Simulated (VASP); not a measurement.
# Pd (Fd-3m) in VASP: notebook, part 2 of 2

VASP 6.6.1.

## (3) Single point, r2SCAN (20.80 Å³/atom)

This run uses another cell than the first one, of 20.80 Å³/atom.

POSCAR reads:

```
Pd
1.0
    0.0000000000      2.7499407471      2.7499407471
    2.7499407471      0.0000000000      2.7499407471
    2.7499407471      2.7499407471      0.0000000000
Pd
2
Direct
    0.1250000000      0.1250000000      0.1250000000
    0.8750000000      0.8750000000      0.8750000000
```

INCAR.step1 reads:

```
PREC = Accurate
ENCUT = 520
ISMEAR = -1
SIGMA = 0.1
LREAL = False
LASPH = True
NELM = 100
NBANDS = 17
GGA = PE
ALGO = Normal
EDIFF = 1E-4
LWAVE = True
LCHARG = False
```

INCAR.step2 reads:

```
PREC = Accurate
ENCUT = 520
EDIFF = 1E-6
ISMEAR = -1
SIGMA = 0.1
LREAL = False
LASPH = True
NELM = 100
ALGO = Normal
ISIF = 2
LWAVE = False
LCHARG = False
METAGGA = R2SCAN
LMIXTAU = True
NBANDS = 17
ISTART = 1
```

KPOINTS reads:

```
Automatic mesh
0
Gamma
  11 11 11
```

Potentials or basis: VASP PAW PBE potentials, release 64 (Pd).

On the command line:

```
$ cat potpaw_PBE.64/Pd/POTCAR > POTCAR
$ cp INCAR.step1 INCAR
$ mpirun -np 1 vasp_std > vasp.out
$ cp INCAR.step2 INCAR
$ mpirun -np 1 vasp_std > vasp.out
```

Run time: 4.5 min. Hardware: 1 thread of Intel Xeon 8259CL, shared host; peak memory 0.19 GiB.

It converged, with:

| Property | Result |
| --- | --- |
| Free energy | -43.3631 eV |
| Pressure | 13.7 GPa |
| Band gap on the k mesh | zero (bands 10 and 11 overlap by 0.52 eV) |

Levels at points of the mesh, in eV from the Fermi level:
| k point | band 8 | band 9 | band 10 | band 11 | band 12 | band 13 |
| --- | --- | --- | --- | --- | --- | --- |
| (0.00, 0.00, 0.00) | -1.71 | -1.71 | -0.21 | -0.21 | 13.32 | 13.32 |

Caveat: the cell stands under pressure; the PAW data sets were made with another functional, which shifts forces and pressure a little.

## (4) Single point, r2SCAN (21.74 Å³/atom)

This run uses another cell than the first one, of 21.74 Å³/atom.

POSCAR reads:

```
Pd
1.0
    0.0000000000      2.7909906908      2.7909906908
    2.7909906908      0.0000000000      2.7909906908
    2.7909906908      2.7909906908      0.0000000000
Pd
2
Direct
    0.1250000000      0.1250000000      0.1250000000
    0.8750000000      0.8750000000      0.8750000000
```

INCAR.step1 reads:

```
PREC     = Accurate       # precision mode
ENCUT    = 520            # plane-wave cutoff, eV
ISMEAR   = -1             # smearing method
SIGMA    = 0.1            # smearing width, eV
LREAL    = F              # projectors in reciprocal space
LASPH    = T              # aspherical terms in the spheres
NELM     = 80             # most SCF steps
NBANDS   = 17             # bands
GGA      = PE             # functional
ALGO     = Normal         # electronic algorithm
EDIFF    = 1E-4           # SCF threshold, eV
LWAVE    = T              # write WAVECAR
LCHARG   = F              # write CHGCAR
```

INCAR.step2 reads:

```
PREC     = Accurate       # precision mode
ENCUT    = 520            # plane-wave cutoff, eV
EDIFF    = 1E-6           # SCF threshold, eV
ISMEAR   = -1             # smearing method
SIGMA    = 0.1            # smearing width, eV
LREAL    = F              # projectors in reciprocal space
LASPH    = T              # aspherical terms in the spheres
NELM     = 80             # most SCF steps
ALGO     = Normal         # electronic algorithm
ISIF     = 2              # what is computed and relaxed
LWAVE    = F              # write WAVECAR
LCHARG   = F              # write CHGCAR
METAGGA  = R2SCAN         # meta-GGA
LMIXTAU  = T            
NBANDS   = 17             # bands
ISTART   = 1
```

KPOINTS is that of step 3.

Potentials or basis: VASP PAW PBE potentials, release 64 (Pd).

On the command line:

```
$ cat potpaw_PBE.64/Pd/POTCAR > POTCAR
$ cp INCAR.step1 INCAR
$ mpirun -np 1 vasp_std > vasp.out
$ cp INCAR.step2 INCAR
$ mpirun -np 1 vasp_std > vasp.out
```

OUTCAR:

```text
PREC = Accurate
   ENCUT = 520
   EDIFF = 1E-6
   ISMEAR = -1
   LREAL = F
   LASPH = T
   NELM = 80
   ISIF = 2
   METAGGA = R2SCAN
   ISTART = 1

 ion  position               nearest neighbor table
   1  0.125  0.125  0.125-   2 2.42   2 2.42   2 2.42   2 2.42
   2  0.875  0.875  0.875-   1 2.42   1 2.42   1 2.42   1 2.42

  LATTYP: Found a face centered cubic cell.
 ALAT       =     5.5819813816

  Lattice vectors:

 A1 = (   0.0000000000,   2.7909906908,   2.7909906908)
[... 668 lines left out ...]
------------------------ aborting loop because EDIFF is reached ----------------------------------------

  FORCE on cell =-STRESS in cart. coord.  units (eV):
  Direction    XX          YY          ZZ          XY          YZ          ZX
  --------------------------------------------------------------------------------------
  -------------------------------------------------------------------------------------
  Total        2.1595457      2.1595457      2.1595457     -0.0000000      0.0000000     -0.0000000
  in kB       79.5733831     79.5733831     79.5733831     -0.0000000      0.0000000     -0.0000000
  external PRESSURE =      79.5733831 kB  Pullay stress =       0.0000000 kB

 VOLUME and BASIS-vectors are now :
 -----------------------------------------------------------------------------
  energy-cutoff  :      520.00
  volume of cell :       43.48
      direct lattice vectors                 reciprocal lattice vectors
     0.000000000  2.790990691  2.790990691    -0.179147857  0.179147857  0.179147857
     2.790990691  0.000000000  2.790990691     0.179147857 -0.179147857  0.179147857
     2.790990691  2.790990691  0.000000000     0.179147857  0.179147857 -0.179147857

 POSITION                                       TOTAL-FORCE (eV/Angst)
 -----------------------------------------------------------------------------------
      0.69775      0.69775      0.69775         0.000000     -0.000000     -0.000000
      4.88423      4.88423      4.88423        -0.000000      0.000000      0.000000
 -----------------------------------------------------------------------------------
    total drift:                               -0.000000      0.000000      0.000000

  FREE ENERGIE OF THE ION-ELECTRON SYSTEM (eV)
  ---------------------------------------------------
  free  energy   TOTEN  =       -43.4897023456 eV

  energy  without entropy=      -43.3245107128  energy(sigma->0) =      -43.40710653
```

OUTCAR.step1:

```text
PREC = Accurate
   ENCUT = 520
   ISMEAR = -1
   LREAL = F
   LASPH = T
   NELM = 80
[... 701 lines left out ...]
 -----------------------------------------------------------------------------------
      0.69775      0.69775      0.69775        -0.000000      0.000000     -0.000000
      4.88423      4.88423      4.88423         0.000000     -0.000000      0.000000
 -----------------------------------------------------------------------------------
    total drift:                               -0.000000      0.000000      0.000000

  FREE ENERGIE OF THE ION-ELECTRON SYSTEM (eV)
  ---------------------------------------------------
  free  energy   TOTEN  =        -8.1049962391 eV

  energy  without entropy=       -7.9364542677  energy(sigma->0) =       -8.02072525
```

Wall time 4.7 min (1 thread of Intel Xeon 8259CL, shared host); peak memory 0.19 GiB.

What came out:

```yaml
Free_energy: -43.4897 eV
Pressure: 8.0 GPa
Band_gap_on_the_k_mesh: zero (bands 10 and 11 overlap by 0.49 eV)
```

Levels at points of the mesh, in eV from the Fermi level:
```
           k point  band 7  band 8  band 9  band 10  band 11  band 12  band 13  band 14
(0.00, 0.00, 0.00)   -1.60   -1.60   -1.60    -0.21    -0.21    12.98    12.98    12.98
```

Caveat: the cell stands under pressure; the PAW data sets were made with another functional, which shifts forces and pressure a little.

## (5) Single point, r2SCAN (22.69 Å³/atom)

This run uses another cell than the first one, of 22.69 Å³/atom.

POSCAR reads:

```
Pd
1.0
    0.0000000000      2.8308673739      2.8308673739
    2.8308673739      0.0000000000      2.8308673739
    2.8308673739      2.8308673739      0.0000000000
Pd
2
Direct
    0.1250000000      0.1250000000      0.1250000000
    0.8750000000      0.8750000000      0.8750000000
```

INCAR.step1 reads:

```
ALGO     = Normal         # electronic algorithm
EDIFF    = 1E-4           # SCF threshold, eV
ENCUT    = 520            # plane-wave cutoff, eV
GGA      = PE             # functional
ISMEAR   = -1             # smearing method
LASPH    = True           # aspherical terms in the spheres
LCHARG   = False          # write CHGCAR
LREAL    = False          # projectors in reciprocal space
LWAVE    = True           # write WAVECAR
NBANDS   = 17             # bands
NELM     = 60             # most SCF steps
PREC     = Accurate       # precision mode
SIGMA    = 0.1            # smearing width, eV
```

INCAR.step2 reads:

```
ALGO     = Normal         # electronic algorithm
EDIFF    = 1E-6           # SCF threshold, eV
ENCUT    = 520            # plane-wave cutoff, eV
ISIF     = 2              # what is computed and relaxed
ISMEAR   = -1             # smearing method
ISTART   = 1            
LASPH    = True           # aspherical terms in the spheres
LCHARG   = False          # write CHGCAR
LMIXTAU  = True         
LREAL    = False          # projectors in reciprocal space
LWAVE    = False          # write WAVECAR
METAGGA  = R2SCAN         # meta-GGA
NBANDS   = 17             # bands
NELM     = 60             # most SCF steps
PREC     = Accurate       # precision mode
SIGMA    = 0.1            # smearing width, eV
```

KPOINTS reads:

```
k-points
0
Gamma
  11 11 11
```

Potentials or basis: VASP PAW PBE potentials, release 64 (Pd).

On the command line:

```
$ cat potpaw_PBE.64/Pd/POTCAR > POTCAR
$ cp INCAR.step1 INCAR
$ mpirun -np 1 vasp_std > vasp.out
$ cp INCAR.step2 INCAR
$ mpirun -np 1 vasp_std > vasp.out
```

OUTCAR:

```text
EDIFF = 1E-6
   ENCUT = 520
   ISIF = 2
   ISMEAR = -1
   ISTART = 1
   LASPH = True
   LREAL = False
   METAGGA = R2SCAN
   NELM = 60
   PREC = Accurate

 ion  position               nearest neighbor table
   1  0.125  0.125  0.125-   2 2.45   2 2.45   2 2.45   2 2.45
   2  0.875  0.875  0.875-   1 2.45   1 2.45   1 2.45   1 2.45

  LATTYP: Found a face centered cubic cell.
 ALAT       =     5.6617347478

  Lattice vectors:

[... 668 lines left out ...]

------------------------ aborting loop because EDIFF is reached ----------------------------------------

  FORCE on cell =-STRESS in cart. coord.  units (eV):
  Direction    XX          YY          ZZ          XY          YZ          ZX
  --------------------------------------------------------------------------------------
  -------------------------------------------------------------------------------------
  Total        0.9927336      0.9927336      0.9927336      0.0000000      0.0000000      0.0000000
  in kB       35.0553856     35.0553856     35.0553856      0.0000000      0.0000000      0.0000000
  external PRESSURE =      35.0553856 kB  Pullay stress =       0.0000000 kB

 VOLUME and BASIS-vectors are now :
 -----------------------------------------------------------------------------
  energy-cutoff  :      520.00
  volume of cell :       45.37
      direct lattice vectors                 reciprocal lattice vectors
     0.000000000  2.830867374  2.830867374    -0.176624311  0.176624311  0.176624311
     2.830867374  0.000000000  2.830867374     0.176624311 -0.176624311  0.176624311
     2.830867374  2.830867374  0.000000000     0.176624311  0.176624311 -0.176624311

 POSITION                                       TOTAL-FORCE (eV/Angst)
 -----------------------------------------------------------------------------------
      0.70772      0.70772      0.70772        -0.000000      0.000000      0.000000
      4.95402      4.95402      4.95402         0.000000     -0.000000     -0.000000
 -----------------------------------------------------------------------------------
    total drift:                               -0.000000      0.000000      0.000000

  FREE ENERGIE OF THE ION-ELECTRON SYSTEM (eV)
  ---------------------------------------------------
  free  energy   TOTEN  =       -43.5567005160 eV

  energy  without entropy=      -43.3884584894  energy(sigma->0) =      -43.47257950
```

OUTCAR.step1:

```text
EDIFF = 1E-4
   ENCUT = 520
   GGA = PE
   ISMEAR = -1
   LASPH = True
[... 703 lines left out ...]
      0.70772      0.70772      0.70772        -0.000000      0.000000      0.000000
      4.95402      4.95402      4.95402         0.000000     -0.000000     -0.000000
 -----------------------------------------------------------------------------------
    total drift:                               -0.000000      0.000000      0.000000

  FREE ENERGIE OF THE ION-ELECTRON SYSTEM (eV)
  ---------------------------------------------------
  free  energy   TOTEN  =        -8.2005892198 eV

  energy  without entropy=       -8.0279384698  energy(sigma->0) =       -8.11426384
```

Run time: 4.7 min. Hardware: 1 thread of Intel Xeon 8259CL, shared host; peak memory 0.19 GiB.

What came out:

```yaml
Free_energy: -43.5567 eV
Pressure: 3.5 GPa
Band_gap_on_the_k_mesh: zero (bands 10 and 11 overlap by 0.45 eV)
```

Caveat: the cell stands under pressure; the PAW data sets were made with another functional, which shifts forces and pressure a little.

## (6) The runs side by side

| cell | k mesh | gap on the mesh (eV) | pressure (GPa) |
| --- | --- | --- | --- |
| a = 4.058 Å, angles 60.0°, 2 atoms | 10 × 10 × 10 | none | 0.0 |
| a = 3.889 Å, angles 60.0°, 2 atoms | 11 × 11 × 11 | none | 13.7 |
| a = 3.947 Å, angles 60.0°, 2 atoms | 11 × 11 × 11 | none | 8.0 |
| a = 4.003 Å, angles 60.0°, 2 atoms | 11 × 11 × 11 | none | 3.5 |

Alike in all rows: task single point; level r2SCAN; potentials or basis VASP PAW PBE potentials, release 64 (Pd); no spin polarisation; cutoff (eV) 520; smearing fermi-dirac 0.1 eV.

Caveats: the PAW data sets were made with another functional, which shifts forces and pressure a little; the cell stands under pressure (at least some runs).

Total energies depend on the potentials used, so only differences within one code and one set of settings carry meaning.
